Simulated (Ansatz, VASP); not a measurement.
## TiC in VASP and in Ansatz

File INCAR:

```
SYSTEM = TiC
  PREC = Accurate
  ENCUT = 520
  EDIFF = 1E-8
  ISMEAR = -1
  SIGMA = 0.03
  LREAL = .False.
  LASPH = .True.
  NELM = 60
  ALGO = Normal
  ISIF = 2
  LWAVE = .False.
  LCHARG = .False.
  GGA = PE
  LEFG = .True.
  NBANDS = 15
```

Contents of KPOINTS:

```
regular mesh
0
Gamma
  16 16 16
  0 0 0
```

The input POSCAR:

```
TiC
1.0
   -0.0432800000      2.1423600000      2.1423600000
    2.1423600000     -0.0432800000      2.1423600000
    2.1423600000      2.1423600000     -0.0432800000
Ti C
1 1
Direct
    0.0000000000      0.0000000000      0.0000000000
    0.5000000000      0.5000000000      0.5000000000
```

Input for Ansatz:

```yaml
crystal:
  lattice:
    - [-0.04328, 2.14236, 2.14236]
    - [2.14236, -0.04328, 2.14236]
    - [2.14236, 2.14236, -0.04328]
  atoms:
    - { symbol: Ti, position: [0.0, 0.0, 0.0] }
    - { symbol: C, position: [0.5, 0.5, 0.5] }
kpoints:
  mp_grid: { grid: [16, 16, 16] }
scf:
  occupations: { method: fermi_dirac, width: 0.03 }
hamiltonian:
  xc: pbe
  pseudopotentials: { kind: all_electron, datasets: crystal }
output:
  forces: true
  stress: true
  eigenvalues: true
  efg: { contact_densities: true }
```

Change from the starting cell: equal xy, yz and zx shear strains of -2 %, crystal datasets.

Alike in both runs: task electric field gradients; functional PBE; k mesh 16 × 16 × 16; occupations fermi-dirac, width 0.03 eV; no spin polarisation.

|  | VASP | Ansatz |
| --- | --- | --- |
| version | VASP 6.6.1 | Ansatz 0.2.0 |
| potentials or method | VASP PAW PBE potentials, release 64 (Ti_sv, C), cutoff 520 eV | all-electron PAW with datasets made for the crystal, scalar-relativistic |

|  | VASP | Ansatz | Ansatz less VASP |
| --- | --- | --- | --- |
| pressure (GPa) | 1.2 | 0.9 | -0.24 |
| traceless stress, the component that is largest in VASP (GPa) | 3.13 | 3.14 | +0.013 |
| size of Vzz on the site where it differs most (V/Å²) | 2.1 | 1.9 | -0.19 |

Ansatz ran all-electron here, and VASP with PAW potentials.
